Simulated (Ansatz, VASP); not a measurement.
## One calculation of GdO, two programs

File POSCAR:

```
GdO
1.0
    2.9743871547      0.0000000000      0.0000000000
    0.0000000000      2.9743871547      0.0000000000
    0.0000000000      0.0000000000      2.9743871547
Gd O
1 1
Direct
    0.0000000000      0.0000000000      0.0000000000
    0.5000000000      0.5000000000      0.5000000000
```

The input INCAR.step1:

```
ALGO = Normal
EDIFF = 1E-4
ENCUT = 520
GGA = PE
ISMEAR = 0
ISPIN = 2
LASPH = T
LCHARG = F
LMAXMIX = 6
LREAL = F
LWAVE = T
MAGMOM = 7.86 0
NBANDS = 23
NELM = 150
PREC = Accurate
SIGMA = 0.05
```

File INCAR.step2:

```
ALGO = Normal
EDIFF = 1E-7
ENCUT = 520
ISIF = 2
ISMEAR = 0
ISPIN = 2
ISTART = 1
LASPH = T
LCHARG = T
LELF = T
LMAXMIX = 6
LMIXTAU = T
LORBIT = 11
LREAL = F
LVHAR = T
LWAVE = F
MAGMOM = 7.86 0
METAGGA = R2SCAN
NBANDS = 23
NELM = 150
PREC = Accurate
SIGMA = 0.05
```

KPOINTS

```
k-points
0
Gamma
  12 12 12
```

Input for Ansatz:

```yaml
crystal:
  lattice:
    - [2.9743871547, 0.0, 0.0]
    - [0.0, 2.9743871547, 0.0]
    - [0.0, 0.0, 2.9743871547]
  atoms:
    - { symbol: Gd, position: [0.0, 0.0, 0.0], spin: 7.86 }
    - { symbol: O, position: [0.5, 0.5, 0.5] }
basis:
  ecutwfc: 500
  ecutrho_ratio: 4
kpoints:
  mp_grid: { grid: [12, 12, 12] }
hamiltonian:
  xc: r2scan
scf:
  occupations: { method: gaussian, width: 0.05 }
output:
  forces: true
  stress: true
  eigenvalues: true
  populations: true
magnetization:
  spin_polarized: true
```

Alike in both runs: task single point; functional r2SCAN; k mesh 12 × 12 × 12; occupations gaussian, width 0.05 eV; collinear spin.

|  | VASP | Ansatz |
| --- | --- | --- |
| version | VASP 6.6.1 | Ansatz 0.2.0 |
| potentials or method | VASP PAW PBE potentials, release 64 (Gd, O), cutoff 520 eV | scalar-relativistic, plane waves, PAW |
| valence electrons in the cell | 24 | 24 |

Ansatz gave:

| Quantity | Value |
| --- | --- |
| gap on the k mesh at the Fermi level (eV) | none |
| pressure (GPa) | 3.1 |
| net moment per atom (μB) | 3.72 |
| size of the moment on the site where the two differ most (μB) | 7.13 |

Estimate VASP's values.

gap on the k mesh at the Fermi level (eV): none; pressure (GPa): 3.2; net moment per atom (μB): 3.72; size of the moment on the site where the two differ most (μB): 7.00.

VASP's potentials were made for PBE, not for r2SCAN. Site moments also hang on the region over which each program counts them. A gap of «none» marks a metal or a gap that the smearing closes. The functional is the same, so the differences come from potentials, cutoffs and numerics. Ansatz's warnings: given moment on shells, stability check not made.

Neither program's run includes spin-orbit coupling.
